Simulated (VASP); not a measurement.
# Al4CoNi3 (P4/mmm) in VASP: notebook

Al4CoNi3 is run at these levels: PBE; tasks: single point.

Program: VASP 6.6.1. These are calculated values, not measurements. Logs are shortened: lines on timing, memory, paths and dates and some standing lists are left out, and cuts for length are marked.

## Step 1: The cell of the first run

The structure is tetragonal, space group P4/mmm (No. 123). Conventional cell: a = 4.094 Å, b = 4.094 Å, c = 5.751 Å, α = 90.00°, β = 90.00°, γ = 90.00°. Within 3.3 Å of Al (site symmetry 2mm) lie 2 Co at 2.50 Å and 6 Ni at 2.50 to 2.51 Å and 6 Al at 2.86 to 2.90 Å. Co (site symmetry 4/mmm) has 8 Al at 2.50 Å and 6 Ni at 2.88 to 2.90 Å within 3.3 Å. Within 3.3 Å of Ni (site symmetry 4/mmm) lie 8 Al at 2.51 Å and 6 Ni at 2.88 to 2.90 Å. Within 3.3 Å of Ni (site symmetry 4/mmm) lie 8 Al at 2.50 Å and 2 Ni at 2.88 Å and 4 Co at 2.90 Å. Within 3.3 Å of Ni (site symmetry 4/mmm) lie 8 Al at 2.51 Å and 2 Co at 2.88 Å and 4 Ni at 2.90 Å.

## Step 2: Single point, PBE, collinear spin, ferromagnetic start

The input, INCAR:

```
ALGO = Normal
EDIFF = 1E-7
ENCUT = 520
GGA = PE
ISIF = 2
ISMEAR = 0
ISPIN = 2
LASPH = T
LCHARG = F
LMAXMIX = 4
LORBIT = 11
LREAL = F
LWAVE = F
MAGMOM = 0 0 0 0 3 2 2 2
NBANDS = 40
NELM = 150
PREC = Accurate
SIGMA = 0.1
```

The input, KPOINTS:

```
k-points
0
Gamma
  4 4 4
```

The input, POSCAR:

```
Al4CoNi3
1.0
    4.0942699412      0.0000000000      0.0000000000
    0.0000000000      4.0942699412      0.0000000000
    0.0000000000      0.0000000000      5.7514713657
Al Co Ni
4 1 3
Direct
    0.5000000000      0.0000000000      0.7511657994
    0.5000000000      0.0000000000      0.2488342006
    0.0000000000      0.5000000000      0.7511657994
    0.0000000000      0.5000000000      0.2488342006
    0.5000000000      0.5000000000      0.0000000000
    0.0000000000      0.0000000000      0.5000000000
    0.0000000000      0.0000000000      0.0000000000
    0.5000000000      0.5000000000      0.5000000000
```

Potentials or basis: VASP PAW PBE potentials, release 64 (Al, Co, Ni).

Launch:

```bash
> cat potpaw_PBE.64/Al/POTCAR potpaw_PBE.64/Co/POTCAR potpaw_PBE.64/Ni/POTCAR > POTCAR
> mpirun -np 1 vasp_std > vasp.out
```

OUTCAR:

```text
EDIFF = 1E-7
   ENCUT = 520
   GGA = PE
   ISIF = 2
   ISMEAR = 0
   ISPIN = 2
   LASPH = T
   LORBIT = 11
   LREAL = F
   NELM = 150
   PREC = Accurate

 ion  position               nearest neighbor table
   1  0.500  0.000  0.751-   5 2.50   7 2.50   5 2.50   7 2.50   6 2.51   8 2.51   6 2.51   8 2.51
                             2 2.86   2 2.89   3 2.90   3 2.90   3 2.90   3 2.90
   2  0.500  0.000  0.249-   5 2.50   7 2.50   5 2.50   7 2.50   6 2.51   8 2.51   6 2.51   8 2.51
                             1 2.86   1 2.89   4 2.90   4 2.90   4 2.90   4 2.90
   3  0.000  0.500  0.751-   5 2.50   7 2.50   7 2.50   5 2.50   6 2.51   6 2.51   8 2.51   8 2.51
                             4 2.86   4 2.89   1 2.90   1 2.90   1 2.90   1 2.90
   4  0.000  0.500  0.249-   5 2.50   7 2.50   7 2.50   5 2.50   6 2.51   6 2.51   8 2.51   8 2.51
                             3 2.86   3 2.89   2 2.90   2 2.90   2 2.90   2 2.90
   5  0.500  0.500  0.000-   1 2.50   2 2.50   3 2.50   4 2.50   1 2.50   2 2.50   3 2.50   4 2.50
                             8 2.88   8 2.88   7 2.90   7 2.90   7 2.90   7 2.90
   6  0.000  0.000  0.500-   1 2.51   2 2.51   3 2.51   4 2.51   3 2.51   4 2.51   1 2.51   2 2.51
                             7 2.88   7 2.88   8 2.90   8 2.90   8 2.90   8 2.90
   7  0.000  0.000  0.000-   1 2.50   2 2.50   3 2.50   4 2.50   3 2.50   4 2.50   1 2.50   2 2.50
                             6 2.88   6 2.88   5 2.90   5 2.90   5 2.90   5 2.90
   8  0.500  0.500  0.500-   1 2.51   2 2.51   3 2.51   4 2.51   1 2.51   2 2.51   3 2.51   4 2.51
                             5 2.88   5 2.88   6 2.90   6 2.90   6 2.90   6 2.90

  LATTYP: Found a simple tetragonal cell.
 ALAT       =     4.0942699412
 C/A-ratio  =     1.4047611536

  Lattice vectors:

 A1 = (   4.0942699412,   0.0000000000,   0.0000000000)
 A2 = (   0.0000000000,   4.0942699412,   0.0000000000)
 A3 = (   0.0000000000,   0.0000000000,   5.7514713657)

Analysis of symmetry for initial positions (statically):
=====================================================================
 Subroutine PRICEL returns:
 Original cell was already a primitive cell.

 Routine SETGRP: Setting up the symmetry group for a
 simple tetragonal supercell.

 Subroutine GETGRP returns: Found 16 space group operations
 (whereof 16 operations were pure point group operations)
 out of a pool of 16 trial point group operations.

The static configuration has the point symmetry D_4h.

Analysis of symmetry for dynamics (positions and initial velocities):
=====================================================================
 Subroutine PRICEL returns:
 Original cell was already a primitive cell.

 Routine SETGRP: Setting up the symmetry group for a
 simple tetragonal supercell.

 Subroutine GETGRP returns: Found 16 space group operations
 (whereof 16 operations were pure point group operations)
 out of a pool of 16 trial point group operations.

[... 170 lines left out ...]
 cond. band min:       9.8827162568   @ k =   0.5000   0.2500   0.5000
 fundamental gap:      0.0049800193
 Fermi energy:         9.8788774206

 spin component 1

 k-point     1 :       0.0000    0.0000    0.0000
  band No.  band energies     occupation
      1      -1.0720      1.00000
      2       3.1575      1.00000
      3       3.2738      1.00000
      4       4.6418      1.00000
      5       5.8592      1.00000
      6       5.8592      1.00000
[... 709 lines left out ...]
     36      15.0827      0.00000
     37      21.1531      0.00000
 Fermi energy:         9.8788774206

 spin component 2

 k-point     1 :       0.0000    0.0000    0.0000
  band No.  band energies     occupation
      1      -1.0423      1.00000
      2       3.1814      1.00000
      3       3.3490      1.00000
      4       4.7362      1.00000
      5       5.9901      1.00000
      6       5.9901      1.00000
[... 709 lines left out ...]
     36      15.3209      0.00000
     37      21.1844      0.00000
 [bands above 37 left out]

------------------------ aborting loop because EDIFF is reached ----------------------------------------

  FORCE on cell =-STRESS in cart. coord.  units (eV):
  Direction    XX          YY          ZZ          XY          YZ          ZX
  --------------------------------------------------------------------------------------
  -------------------------------------------------------------------------------------
  Total       -0.0409354     -0.0409354     -0.0243974      0.0000000      0.0000000      0.0000000
  in kB       -0.6802645     -0.6802645     -0.4054364      0.0000000      0.0000000      0.0000000
  external PRESSURE =      -0.5886551 kB  Pullay stress =       0.0000000 kB

 VOLUME and BASIS-vectors are now :
 -----------------------------------------------------------------------------
  energy-cutoff  :      520.00
  volume of cell :       96.41
      direct lattice vectors                 reciprocal lattice vectors
     4.094269941  0.000000000  0.000000000     0.244243788  0.000000000  0.000000000
     0.000000000  4.094269941  0.000000000     0.000000000  0.244243788  0.000000000
     0.000000000  0.000000000  5.751471366     0.000000000  0.000000000  0.173868552

 POSITION                                       TOTAL-FORCE (eV/Angst)
 -----------------------------------------------------------------------------------
      2.04713      0.00000      4.32031         0.000000      0.000000      0.004914
      2.04713      0.00000      1.43116         0.000000      0.000000     -0.004914
      0.00000      2.04713      4.32031         0.000000     -0.000000      0.004914
      0.00000      2.04713      1.43116         0.000000      0.000000     -0.004914
      2.04713      2.04713      0.00000         0.000000      0.000000      0.000000
      0.00000      0.00000      2.87574         0.000000      0.000000      0.000000
      0.00000      0.00000      0.00000         0.000000      0.000000      0.000000
      2.04713      2.04713      2.87574         0.000000      0.000000      0.000000
 -----------------------------------------------------------------------------------
    total drift:                                0.000000      0.000000      0.000000

  FREE ENERGIE OF THE ION-ELECTRON SYSTEM (eV)
  ---------------------------------------------------
  free  energy   TOTEN  =       -43.4589395514 eV

  energy  without entropy=      -43.4351488897  energy(sigma->0) =      -43.44704422

 total charge

# of ion       s       p       d       tot
------------------------------------------
    1        0.384   0.413   0.000   0.797
    2        0.384   0.413   0.000   0.797
    3        0.384   0.413   0.000   0.797
    4        0.384   0.413   0.000   0.797
    5        0.429   0.482   7.463   8.374
    6        0.472   0.501   8.472   9.445
    7        0.470   0.533   8.438   9.441
    8        0.466   0.518   8.450   9.434
--------------------------------------------------
tot          3.374   3.687  32.823  39.884

 magnetization (x)

# of ion       s       p       d       tot
------------------------------------------
    1        0.000   0.007   0.000   0.007
    2        0.000   0.007   0.000   0.007
    3        0.000   0.007   0.000   0.007
    4        0.000   0.007   0.000   0.007
    5        0.017   0.013   0.884   0.913
    6        0.007   0.020   0.101   0.128
    7        0.004  -0.005   0.268   0.267
    8        0.003   0.004   0.206   0.213
--------------------------------------------------
tot          0.031   0.059   1.460   1.550
```

OSZICAR:

```text
N       E                     dE             d eps       ncg     rms          rms(c)
DAV:   1     0.320125516530E+03    0.32013E+03   -0.20853E+04  2880   0.144E+03
DAV:   2    -0.236860953124E+02   -0.34381E+03   -0.32216E+03  2880   0.315E+02
[... 12 lines left out ...]
DAV:  15    -0.434589883923E+02   -0.12691E-03   -0.49188E-04  3800   0.232E-01    0.159E-01
DAV:  16    -0.434589447074E+02    0.43685E-04   -0.17992E-04  4048   0.278E-01    0.552E-02
DAV:  17    -0.434589395903E+02    0.51171E-05   -0.58114E-05  4144   0.109E-01    0.141E-02
DAV:  18    -0.434589398129E+02   -0.22261E-06   -0.11293E-05  3560   0.349E-02    0.611E-03
DAV:  19    -0.434589396056E+02    0.20734E-06   -0.92134E-07  3384   0.165E-02    0.268E-03
DAV:  20    -0.434589395514E+02    0.54167E-07   -0.15267E-07  2048   0.565E-03
   1 F= -.43458940E+02 E0= -.43447044E+02  d E =-.237907E-01  mag=     1.5740
```

stdout:

```text
POSCAR found type information on POSCAR AlCoNi
 POSCAR found :  3 types and       8 ions
 scaLAPACK will be used
 LDA part: xc-table for (Slater+PW92), standard interpolation
 POSCAR, INCAR and KPOINTS ok, starting setup
 FFT: planning ... GRIDC
 FFT: planning ... GRID_SOFT
 FFT: planning ... GRID
 WAVECAR not read
 entering main loop
```

Run time: 92 s. Hardware: 1 thread of Intel Xeon 6975P-C (Granite Rapids), shared host; peak memory 0.29 GiB.

Results:

```yaml
Free_energy: -43.4589 eV
Pressure: -0.1 GPa
Largest_force: 0.005 eV/Å
Net_moment: 1.57 μB per cell
Site_moments: Al +0.01; Co +0.91; Ni +0.13, +0.27, +0.21 μB
Valence_electrons_inside_the_program's_atomic_spheres: Al 0.80; Co 8.37; Ni 9.45, 9.44, 9.43
```

Forces on the atoms (eV/Å):
```
Al   0.000  0.000  0.005
Al   0.000  0.000 -0.005
Al   0.000  0.000  0.005
Al   0.000  0.000 -0.005
Co   0.000  0.000  0.000
Ni   0.000  0.000  0.000
Ni   0.000  0.000  0.000
Ni   0.000  0.000  0.000
```

Caveat: the k points lie up to 0.38 Å⁻¹ apart.

## Step 3: Single point, PBE, collinear spin, ferromagnetic start

This run uses another cell than the first one, of 12.89 Å³/atom.

The input, INCAR:

```
SYSTEM = Al4CoNi3
PREC = Accurate
ENCUT = 520
EDIFF = 1E-6
ISMEAR = 0
SIGMA = 0.1
LREAL = .FALSE.
LASPH = .TRUE.
NELM = 150
ALGO = Normal
ISIF = 2
LWAVE = .FALSE.
LCHARG = .FALSE.
ISPIN = 2
MAGMOM = 0 0 0 0 3 2 2 2
LORBIT = 11
LMAXMIX = 4
GGA = PE
NBANDS = 40
```

The input, KPOINTS:

```
Automatic mesh
0
G
  4 4 4
  0 0 0
```

The input, POSCAR:

```
Al4CoNi3
1.0
    4.1773183500      0.0000000000      0.0000000000
    0.0000000000      4.1773183500      0.0000000000
    0.0000000000      0.0000000000      5.9076202700
Al Co Ni
4 1 3
Direct
    0.5000000000      0.0000000000      0.7500000000
    0.5000000000      0.0000000000      0.2500000000
    0.0000000000      0.5000000000      0.7500000000
    0.0000000000      0.5000000000      0.2500000000
    0.5000000000      0.5000000000      0.0000000000
    0.0000000000      0.0000000000      0.5000000000
    0.0000000000      0.0000000000      0.0000000000
    0.5000000000      0.5000000000      0.5000000000
```

Potentials or basis: VASP PAW PBE potentials, release 64 (Al, Co, Ni).

Launch:

```bash
> cat potpaw_PBE.64/Al/POTCAR potpaw_PBE.64/Co/POTCAR potpaw_PBE.64/Ni/POTCAR > POTCAR
> mpirun -np 1 vasp_std > vasp.out
```

It took 76 s on 1 thread of Intel Xeon 6975P-C (Granite Rapids), shared host; peak memory 0.31 GiB.

It converged, with:

| Quantity | Value |
| --- | --- |
| Free energy | -43.2513 eV |
| Pressure | -9.2 GPa |
| Largest force | 0.081 eV/Å |
| Net moment | 1.70 μB per cell |
| Site moments | Al +0.01; Co +1.04; Ni +0.12, +0.29, +0.21 μB |
| Valence electrons inside the program's atomic spheres | Al 0.76; Co 8.25; Ni 9.34, 9.33 (each value once) |

Forces on the atoms (eV/Å):
```
Al   0.000  0.000  0.081
Al   0.000  0.000 -0.081
Al   0.000  0.000  0.081
Al   0.000  0.000 -0.081
Co   0.000  0.000  0.000
Ni   0.000  0.000  0.000
Ni   0.000  0.000  0.000
Ni   0.000  0.000  0.000
```

Stress tensor (GPa, compression positive):
```
-8.83  0.00  0.00
 0.00 -8.83  0.00
 0.00  0.00 -9.79
```

Levels at points of the mesh, in eV from the Fermi level:
Spin up:
```
           k point  band 22  band 23  band 24  band 25  band 26  band 27  band 28  band 29  band 30  band 31
(0.00, 0.00, 0.00)    -1.18    -1.06    -0.97    -0.73     1.41     2.17     2.19     2.19     2.24     3.14
(0.50, 0.00, 0.00)    -1.55    -1.10    -1.01    -0.63    -0.62     0.98     0.99     2.40     2.53     5.03
(0.50, 0.50, 0.00)    -1.70    -1.30    -1.30    -1.12    -1.07    -0.74    -0.71     1.36     1.46     2.24
(0.00, 0.00, 0.50)    -0.97    -0.18    -0.18    -0.16    -0.16     0.75     0.75     1.56     1.67     2.36
(0.50, 0.00, 0.50)    -1.86    -1.84    -1.80     2.12     2.14     2.18     2.19     2.22     2.25     2.29
(0.50, 0.50, 0.50)    -1.61    -1.54    -1.54    -0.88    -0.78    -0.73    -0.68     4.49     4.49     4.60
```
Spin down:
```tsv
k point	band 22	band 23	band 24	band 25	band 26	band 27
(0.00, 0.00, 0.00)	-0.74	-0.61	0.07	0.09	1.79	2.20
(0.50, 0.00, 0.00)	-1.10	-1.02	-0.56	-0.37	0.30	1.14
(0.50, 0.50, 0.00)	-1.13	-0.92	-0.92	-0.69	-0.54	0.11
(0.00, 0.00, 0.50)	-0.13	-0.13	0.07	0.08	0.08	0.88
(0.50, 0.00, 0.50)	-1.38	-1.14	-0.94	2.26	2.29	2.32
(0.50, 0.50, 0.50)	-1.14	-1.03	-1.03	-0.47	-0.47	0.12
```

Caveat: the k points lie up to 0.38 Å⁻¹ apart.

## Step 4: Single point, PBE, collinear spin

This run uses another cell than the first one, of 12.02 Å³/atom.

The input, INCAR:

```
PREC = Accurate
ENCUT = 520
EDIFF = 1E-7
ISMEAR = 0
SIGMA = 0.1
LREAL = False
LASPH = True
NELM = 150
ALGO = Normal
ISIF = 2
LWAVE = False
LCHARG = False
ISPIN = 2
MAGMOM = 0 0 0 0 1.03 0 0.28 0.28
LORBIT = 11
LMAXMIX = 4
GGA = PE
NBANDS = 40
KPAR = 4
```

The input, KPOINTS:

```
Automatic mesh
0
Gamma
  10 10 8
```

The input, POSCAR:

```
Al4CoNi3
1.0
    4.0831345756      0.0000000000      0.0000000000
    0.0000000000      4.0831345756      0.0000000000
    0.0000000000      0.0000000000      5.7670768745
Al Co Ni
4 1 3
Direct
    0.5000000000      0.0000000000      0.7513390904
    0.5000000000      0.0000000000      0.2486609096
    0.0000000000      0.5000000000      0.7513390904
    0.0000000000      0.5000000000      0.2486609096
    0.5000000000      0.5000000000      0.0000000000
    0.0000000000      0.0000000000      0.5000000000
    0.0000000000      0.0000000000      0.0000000000
    0.5000000000      0.5000000000      0.5000000000
```

Launch:

```bash
> cat potpaw_PBE.64/Al/POTCAR potpaw_PBE.64/Co/POTCAR potpaw_PBE.64/Ni/POTCAR > POTCAR
> mpirun -np 4 vasp_std > vasp.out
```

Wall time 5.4 min (4 MPI ranks of Oxide Virtual Turin-like, shared host); peak memory 0.64 GiB.

The run converged. Its results:

* Free energy: -43.4895 eV
* Pressure: 0.0 GPa
* Largest force: 0.008 eV/Å
* Net moment: 0.78 μB per cell
* Site moments: Al +0.00; Co +0.56; Ni +0.02, +0.12, +0.08 μB
* Valence electrons inside the program's atomic spheres: Al 0.80; Co 8.40; Ni 9.45, 9.44 (each value once)

Forces in eV/Å, atoms in the order of the input:
```
Al   0.000  0.000  0.008
Al   0.000  0.000 -0.008
Al   0.000  0.000  0.008
Al   0.000  0.000 -0.008
Co   0.000  0.000  0.000
Ni   0.000  0.000  0.000
Ni   0.000  0.000  0.000
Ni   0.000  0.000  0.000
```

Levels at points of the mesh, in eV from the Fermi level:
Spin up:
| k point | band 22 | band 23 | band 24 | band 25 | band 26 | band 27 | band 28 | band 29 | band 30 | band 31 |
| --- | --- | --- | --- | --- | --- | --- | --- | --- | --- | --- |
| (0.00, 0.00, 0.00) | -1.05 | -1.01 | -0.90 | -0.58 | 1.57 | 2.07 | 2.08 | 2.08 | 2.57 | 3.66 |
| (0.50, 0.00, 0.00) | -1.53 | -1.24 | -0.97 | -0.65 | -0.40 | 1.03 | 1.12 | 2.58 | 2.79 | 5.24 |
| (0.50, 0.50, 0.00) | -1.64 | -1.30 | -1.30 | -1.06 | -0.95 | -0.65 | -0.56 | 1.55 | 1.64 | 2.59 |
| (0.00, 0.00, 0.50) | -0.90 | -0.30 | -0.30 | -0.18 | -0.18 | 0.84 | 0.94 | 1.63 | 1.82 | 2.66 |
| (0.50, 0.00, 0.50) | -1.85 | -1.84 | -1.75 | 2.21 | 2.22 | 2.30 | 2.30 | 2.30 | 2.41 | 2.42 |
| (0.50, 0.50, 0.50) | -1.66 | -1.50 | -1.50 | -0.77 | -0.72 | -0.66 | -0.47 | 4.73 | 4.73 | 4.85 |
Spin down:
| k point | band 21 | band 22 | band 23 | band 24 | band 25 | band 26 | band 27 | band 28 | band 29 | band 30 |
| --- | --- | --- | --- | --- | --- | --- | --- | --- | --- | --- |
| (0.00, 0.00, 0.00) | -1.07 | -0.98 | -0.84 | -0.24 | -0.10 | 1.78 | 2.08 | 2.08 | 2.09 | 2.66 |
| (0.50, 0.00, 0.00) | -1.38 | -1.30 | -1.22 | -0.72 | -0.55 | 0.11 | 1.08 | 1.40 | 2.61 | 2.95 |
| (0.50, 0.50, 0.00) | -1.86 | -1.33 | -1.10 | -1.10 | -0.93 | -0.74 | -0.13 | -0.11 | 1.80 | 1.81 |
| (0.00, 0.00, 0.50) | -0.98 | -0.29 | -0.29 | -0.24 | -0.05 | -0.05 | 0.88 | 1.19 | 1.67 | 2.09 |
| (0.50, 0.00, 0.50) | -1.63 | -1.60 | -1.53 | -1.24 | 2.26 | 2.29 | 2.34 | 2.36 | 2.37 | 2.50 |
| (0.50, 0.50, 0.50) | -1.78 | -1.34 | -1.23 | -1.23 | -0.68 | -0.66 | -0.13 | 0.20 | 4.74 | 4.74 |

## Step 5: Overview

| spin | cell | k mesh | gap on the mesh (eV) | pressure (GPa) | moment (μB) | largest force (eV/Å) |
| --- | --- | --- | --- | --- | --- | --- |
| collinear, ferromagnetic start | a = 4.094, b = 4.094, c = 5.751 Å, 8 atoms, atomic positions A | 4 × 4 × 4 | none | -0.1 | 1.57 | - |
| collinear, ferromagnetic start | a = 4.177, b = 4.177, c = 5.908 Å, 8 atoms, atomic positions B | 4 × 4 × 4 | none | -9.2 | 1.70 | 0.08 |
| collinear | a = 4.083, b = 4.083, c = 5.767 Å, 8 atoms, atomic positions C | 10 × 10 × 8 | none | 0.0 | 0.78 | 0.01 |

Alike in all rows: task single point; level PBE; potentials or basis VASP PAW PBE potentials, release 64 (Al, Co, Ni); cutoff (eV) 520; smearing gaussian 0.1 eV.

Caveats: some runs use coarse meshes.

Total energies depend on the potentials used, so only differences within one code and one set of settings carry meaning.

The gap in the log of VASP goes by the Fermi energy; the results here count the filled bands.